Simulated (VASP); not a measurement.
Crystal: BAs.

```
As B
1.0
     0.00000    2.44793    2.44793
     2.44793    0.00000    2.44793
     2.44793    2.44793    0.00000
As B
1 1
Cartesian
  1.2240 1.2240 1.2240
  0.0000 0.0000 0.0000
```

Base run:

| Quantity | Value |
| --- | --- |
| Program | VASP 6.6.1 |
| Functional | RPBE |
| Potentials or basis | VASP PAW PBE potentials, release 64 (As, B) |
| Cutoff | 500 eV |
| k mesh | 6 × 6 × 6 |
| Occupations | fermi-dirac, width 0.1 eV |
| Spin | no spin polarisation |

Its results: band gap on the k mesh 1.37 eV, indirect (least direct gap 3.19 eV); pressure -3.5 GPa.

Task: The run is repeated on the same cell with these changes: functional from RPBE to PBE. What comes out?

Result: Band gap on the k mesh 1.33 eV, indirect (least direct gap 3.19 eV); pressure -5.8 GPa.

PBE binds more tightly than RPBE, so the same cell stands under less pressure.

Caveats: the PAW data sets were made with another functional, which shifts forces and pressure a little (some runs).

A k mesh can miss the band edges.
